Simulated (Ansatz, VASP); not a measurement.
Two plane-wave programs on CuSn2O2

```
Sn O Cu
1.0
     3.82017    0.00000    0.00000
     0.00000    3.82017    0.00000
     0.00000    0.00000   19.36304
Sn O Cu
2 2 1
Cartesian
  1.9101 0.0000 4.0000
  0.0000 1.9101 6.3630
  0.0000 0.0000 5.1815
  1.9101 1.9101 5.1815
  0.9550 3.3426 9.3630
```

Alike in both runs: task single point; functional PBE; dispersion D3(BJ); k mesh 7 × 7 × 1; occupations gaussian, width 0.05 eV; collinear spin.

```csv
,VASP,Ansatz
version,VASP 6.6.1,Ansatz 0.2.0
potentials or method,"VASP PAW PBE potentials, release 64 (Sn_d, O, Cu), cutoff 520 eV","scalar-relativistic, plane waves, PAW"
valence electrons in the cell,51,59
```

Ansatz gave:

| Property | Result |
| --- | --- |
| gap on the k mesh at the Fermi level (eV) | none |
| rms of the force components (eV/Å) | 0.106 |
| net moment per atom (μB) | 0.00 |

Task: Which values does VASP return?

Result: gap on the k mesh at the Fermi level (eV): none; rms of the force components (eV/Å): 0.118; net moment per atom (μB): 0.00.

A gap of «none» marks a metal or a gap that the smearing closes. VASP's potentials hold 51 valence electrons a cell and Ansatz's 59, so a difference there can come from the potentials and not from the codes. Ansatz's warnings: seeded moment not kept.
